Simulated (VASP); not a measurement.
# CdTe (F-43m) in VASP: a series of runs

Runs on CdTe. Level: PBEsol. Tasks: single point.

Everything below comes from runs of VASP 6.6.1. Logs are shortened: lines on timing, memory, paths and dates and some standing lists are left out, and cuts for length are marked.

### 1 The cell of the first run

Symmetry: F-43m, No. 216, cubic system. The conventional cell has a = 5.952 Å, b = 5.952 Å, c = 5.952 Å, α = 90.00°, β = 90.00°, γ = 90.00°. Within 3.4 Å of Te (site symmetry -43m) lie 4 Cd at 2.58 Å. Cd (site symmetry -43m) has 4 Te at 2.58 Å within 3.4 Å.

### 2 Single point, PBEsol

Input file INCAR:

```
SYSTEM = CdTe
ALGO     = Normal         ! electronic algorithm
EDIFF    = 1E-6           ! SCF threshold, eV
ENCUT    = 500            ! plane-wave cutoff, eV
GGA      = PS             ! functional
GGA_COMPAT= .FALSE.      
ISIF     = 2              ! what is computed and relaxed
ISMEAR   = -1             ! smearing method
LASPH    = .TRUE.         ! aspherical terms in the spheres
LCHARG   = .FALSE.        ! write CHGCAR
LREAL    = .FALSE.        ! projectors in reciprocal space
LWAVE    = .FALSE.        ! write WAVECAR
NBANDS   = 16             ! bands
NELM     = 120            ! most SCF steps
PREC     = Accurate       ! precision mode
SIGMA    = 0.05           ! smearing width, eV
```

Input file KPOINTS:

```
k-points
0
G
  7 7 7
  0 0 0
```

Input file POSCAR:

```
CdTe
1.0
    0.0000000000      2.9759042304      2.9759042304
    2.9759042304      0.0000000000      2.9759042304
    2.9759042304      2.9759042304      0.0000000000
Te Cd
1 1
Direct
    0.7500000000      0.7500000000      0.7500000000
    0.0000000000      0.0000000000      0.0000000000
```

Potentials or basis: VASP PAW PBE potentials, release 64 (Te, Cd).

Launch:

```
$ cat potpaw_PBE.64/Te/POTCAR potpaw_PBE.64/Cd/POTCAR > POTCAR
$ mpirun -np 1 vasp_std > vasp.out
```

OUTCAR:

```text
SYSTEM = CdTe
   EDIFF = 1E-6
   ENCUT = 500
   GGA = PS
   ISIF = 2
   ISMEAR = -1
   LASPH = .TRUE.
   LREAL = .FALSE.
   NELM = 120
   PREC = Accurate

 ion  position               nearest neighbor table
   1  0.750  0.750  0.750-   2 2.58   2 2.58   2 2.58   2 2.58
   2  0.000  0.000  0.000-   1 2.58   1 2.58   1 2.58   1 2.58

  LATTYP: Found a face centered cubic cell.
 ALAT       =     5.9518084608

  Lattice vectors:

 A1 = (   0.0000000000,   2.9759042304,   2.9759042304)
 A2 = (   2.9759042304,   0.0000000000,   2.9759042304)
 A3 = (   2.9759042304,   2.9759042304,   0.0000000000)

Analysis of symmetry for initial positions (statically):
=====================================================================
 Subroutine PRICEL returns:
 Original cell was already a primitive cell.

 Routine SETGRP: Setting up the symmetry group for a
 face centered cubic supercell.

 Subroutine GETGRP returns: Found 24 space group operations
 (whereof 24 operations were pure point group operations)
 out of a pool of 48 trial point group operations.

The static configuration has the point symmetry T_d .

Analysis of symmetry for dynamics (positions and initial velocities):
=====================================================================
 Subroutine PRICEL returns:
 Original cell was already a primitive cell.

 Routine SETGRP: Setting up the symmetry group for a
 face centered cubic supercell.

 Subroutine GETGRP returns: Found 24 space group operations
 (whereof 24 operations were pure point group operations)
 out of a pool of 48 trial point group operations.

The dynamic configuration has the point symmetry T_d .

 Subroutine INISYM returns: Found 24 space group operations
 (whereof 24 operations are pure point group operations),
 and found     1 'primitive' translations

----------------------------------------------------------------------------------------

                                     Primitive cell

  volume of cell :      52.7093

  direct lattice vectors                    reciprocal lattice vectors
     0.000000000  2.975904230  2.975904230    -0.168016160  0.168016160  0.168016160
     2.975904230  0.000000000  2.975904230     0.168016160 -0.168016160  0.168016160
     2.975904230  2.975904230  0.000000000     0.168016160  0.168016160 -0.168016160

  length of vectors
     4.208564123  4.208564123  4.208564123     0.291012525  0.291012525  0.291012525

  position of ions in fractional coordinates (direct lattice)
[... 72 lines left out ...]
   ENCUT  =  500.0 eV  36.75 Ry    6.06 a.u.   7.67  7.67  7.67*2*pi/ulx,y,z
   NELM   =    120;   NELMIN=  2; NELMDL= -5     # of ELM steps
   EDIFF  = 0.1E-05   stopping-criterion for ELM
   LREAL  =      F    real-space projection
   EDIFFG = 0.1E-04   stopping-criterion for IOM
   NSW    =      0    number of steps for IOM
   IBRION =     -1    ionic relax: 0-MD 1-quasi-New 2-CG
   NFREE  =      0    steps in history (QN), initial steepest desc. (CG)
   ISIF   =      2    stress and relaxation
   ISYM   =      2    0-nonsym 1-usesym 2-fastsym
   POTIM  = 0.5000    time-step for ionic-motion
   TEBEG  =    0.0;   TEEND  =   0.0 temperature during run
   PSTRESS=    0.0 pullay stress
   NELECT =      18.0000    total number of electrons
   NUPDOWN=      -1.0000    fix difference up-down
   EMIN   =  10.00;   EMAX   =-10.00  energy-range for DOS
   EFERMI =   0.00;   METHOD = LEGACY
   ISMEAR =    -1;   SIGMA  =   0.05  broadening in eV -4-tet -1-fermi 0-gaus
   EFERMI_NEDOS =   21; number of points for ismear=-14 and -15
   IALGO  =     38    algorithm
   IMIX   =      4    mixing-type and parameters
     AMIX     =   0.40;   BMIX     =  1.00
     AMIX_MAG =   1.60;   BMIX_MAG =  1.00
  volume/ion in A,a.u.               =      26.35       177.85
  Fermi-wavevector in a.u.,A,eV,Ry     =   1.144292  2.162398 17.815514  1.309403
  Thomas-Fermi vector in A             =   2.280984
   LORBIT       =      0    0 simple, 1 ext, 2 COOP (PROOUT), +10 PAW based schemes
   GGA     = PS    functional components
   LHFCALC =     F    Hartree Fock is set to
   AEXX    =    0.0000 exact exchange contribution
   IVDW    =     0    specifies the selected vdW correction
   LEPSILON=     F    determine dielectric tensor
   LRPA    =     F    only Hartree local field effects (RPA)
 non-spin polarized calculation
  energy-cutoff  :      500.00
  volume of cell :       52.71
 maximum number of plane-waves:      1363
   NGX = 15   NGY = 15   NGZ = 15

 number of electron      17.9999998 magnetization

 Free energy of the ion-electron system (eV)
  ---------------------------------------------------
  ext. energy  EPLUGINS =         0.00000000
  ---------------------------------------------------
  free energy    TOTEN  =        -4.70197878 eV

  energy without entropy =       -4.70197877  energy(sigma->0) =       -4.70197878

 E-fermi :   5.7202     XC(G=0):  -9.9621

 val. band max:        4.9701118789   @ k =   0.0000   0.0000   0.0000
 cond. band min:       6.4146905596   @ k =   0.0000   0.0000   0.0000
 fundamental gap:      1.4445786807
 Fermi energy:         5.7202102928

 k-point     1 :       0.0000    0.0000    0.0000
  band No.  band energies     occupation
      1      -8.0992      2.00000
      2      -4.5870      2.00000
      3      -4.5870      2.00000
      4      -4.5870      2.00000
      5      -4.0810      2.00000
      6      -4.0810      2.00000
[... 357 lines left out ...]
      3      -4.3337      2.00000
      4      -4.1509      2.00000
      5      -4.0884      2.00000
      6      -3.0852      2.00000
[... 8 lines left out ...]
     15      15.7541      0.00000
     16      18.1028      0.00000

------------------------ aborting loop because EDIFF is reached ----------------------------------------

  FORCE on cell =-STRESS in cart. coord.  units (eV):
  Direction    XX          YY          ZZ          XY          YZ          ZX
  --------------------------------------------------------------------------------------
  -------------------------------------------------------------------------------------
  Total        6.7208918      6.7208918      6.7208918      0.0000000      0.0000000     -0.0000000
  in kB      204.2916602    204.2916602    204.2916602      0.0000000      0.0000000     -0.0000000
  external PRESSURE =     204.2916602 kB  Pullay stress =       0.0000000 kB

 VOLUME and BASIS-vectors are now :
 -----------------------------------------------------------------------------
  energy-cutoff  :      500.00
  volume of cell :       52.71
      direct lattice vectors                 reciprocal lattice vectors
     0.000000000  2.975904230  2.975904230    -0.168016160  0.168016160  0.168016160
     2.975904230  0.000000000  2.975904230     0.168016160 -0.168016160  0.168016160
     2.975904230  2.975904230  0.000000000     0.168016160  0.168016160 -0.168016160

 POSITION                                       TOTAL-FORCE (eV/Angst)
 -----------------------------------------------------------------------------------
      4.46386      4.46386      4.46386         0.000000      0.000000      0.000000
      0.00000      0.00000      0.00000        -0.000000     -0.000000     -0.000000
 -----------------------------------------------------------------------------------
    total drift:                                0.000000      0.000000     -0.000000

  FREE ENERGIE OF THE ION-ELECTRON SYSTEM (eV)
  ---------------------------------------------------
  free  energy   TOTEN  =        -4.7019787809 eV

  energy  without entropy=       -4.7019787725  energy(sigma->0) =       -4.70197878
```

OSZICAR:

```text
N       E                     dE             d eps       ncg     rms          rms(c)
DAV:   1     0.102196795135E+03    0.10220E+03   -0.84064E+03   648   0.976E+02
DAV:   2    -0.172695485685E+01   -0.10392E+03   -0.99395E+02   736   0.243E+02
DAV:   3    -0.496788295600E+01   -0.32409E+01   -0.32364E+01   800   0.450E+01
DAV:   4    -0.499393309573E+01   -0.26050E-01   -0.26048E-01   920   0.363E+00
DAV:   5    -0.499414578238E+01   -0.21269E-03   -0.21269E-03   840   0.245E-01    0.972E+00
DAV:   6    -0.472890298677E+01    0.26524E+00   -0.47255E-01   792   0.106E+01    0.730E+00
DAV:   7    -0.470334295034E+01    0.25560E-01   -0.15177E-01   768   0.281E+00    0.232E+00
DAV:   8    -0.470206998761E+01    0.12730E-02   -0.16541E-02   728   0.163E+00    0.682E-01
DAV:   9    -0.470196037544E+01    0.10961E-03   -0.91228E-04   784   0.343E-01    0.223E-01
DAV:  10    -0.470197010221E+01   -0.97268E-05   -0.12003E-04   784   0.867E-02    0.671E-02
DAV:  11    -0.470198013904E+01   -0.10037E-04   -0.32635E-05   816   0.571E-02    0.278E-02
DAV:  12    -0.470197868692E+01    0.14521E-05   -0.29453E-06   680   0.215E-02    0.110E-02
DAV:  13    -0.470197878094E+01   -0.94020E-07   -0.14428E-06   704   0.781E-03
   1 F= -.47019788E+01 E0= -.47019788E+01  d E =-.840361E-08
```

It took 7.9 s on 1 thread of Intel Xeon 6975P-C (Granite Rapids), shared host; peak memory 0.18 GiB.

Results:

```yaml
Free_energy: -4.7020 eV
Pressure: 20.4 GPa
Band_gap_on_the_k_mesh: 1.44 eV, direct
```

Levels at points of the mesh, in eV from the valence-band top:
| k point | band 5 | band 6 | band 7 | band 8 | band 9 | band 10 | band 11 | band 12 | band 13 | band 14 |
| --- | --- | --- | --- | --- | --- | --- | --- | --- | --- | --- |
| (0.00, 0.00, 0.00) | -9.05 | -9.05 | 0.00 | 0.00 | 0.00 | 1.44 | 4.23 | 4.23 | 4.23 | 7.53 |

Caveat: the PAW data sets were made with another functional, which shifts forces and pressure a little; spin-orbit coupling is left out, which moves the levels of the heavy elements.

### 3 Single point, PBEsol

This run uses another cell than the first one, of 29.02 Å³/atom, 1.101 times its volume.

Input file INCAR:

```
ALGO     = Normal         # electronic algorithm
EDIFF    = 1E-6           # SCF threshold, eV
ENCUT    = 500            # plane-wave cutoff, eV
GGA      = PS             # functional
GGA_COMPAT= False        
ISIF     = 2              # what is computed and relaxed
ISMEAR   = -1             # smearing method
LASPH    = True           # aspherical terms in the spheres
LCHARG   = True           # write CHGCAR
LELF     = True           # ELF
LREAL    = False          # projectors in reciprocal space
LVHAR    = True         
LWAVE    = False          # write WAVECAR
NBANDS   = 16             # bands
NELM     = 120            # most SCF steps
PREC     = Accurate       # precision mode
SIGMA    = 0.05           # smearing width, eV
```

Input file KPOINTS:

```
k-points
0
Gamma
  7 7 7
```

Input file POSCAR:

```
CdTe
1.0
    0.0000000000      3.0729348858      3.0729348858
    3.0729348858      0.0000000000      3.0729348858
    3.0729348858      3.0729348858      0.0000000000
Te Cd
1 1
Direct
    0.7500000000      0.7500000000      0.7500000000
    0.0000000000      0.0000000000      0.0000000000
```

Potentials or basis: VASP PAW PBE potentials, release 64 (Te, Cd).

Launch:

```
$ cat potpaw_PBE.64/Te/POTCAR potpaw_PBE.64/Cd/POTCAR > POTCAR
$ mpirun -np 1 vasp_std > vasp.out
```

Run time: 11 s. Hardware: 1 thread of Intel Xeon 6975P-C (Granite Rapids), shared host; peak memory 0.18 GiB.

The run converged. Its results:

```yaml
Free_energy: -5.1993 eV
Pressure: 10.3 GPa
Band_gap_on_the_k_mesh: 1.15 eV, direct
```

Levels at points of the mesh, in eV from the valence-band top:
| k point | band 7 | band 8 | band 9 | band 10 | band 11 | band 12 |
| --- | --- | --- | --- | --- | --- | --- |
| (0.00, 0.00, 0.00) | 0.00 | 0.00 | 0.00 | 1.15 | 4.38 | 4.38 |

Caveat: the PAW data sets were made with another functional, which shifts forces and pressure a little; spin-orbit coupling is left out, which moves the levels of the heavy elements.
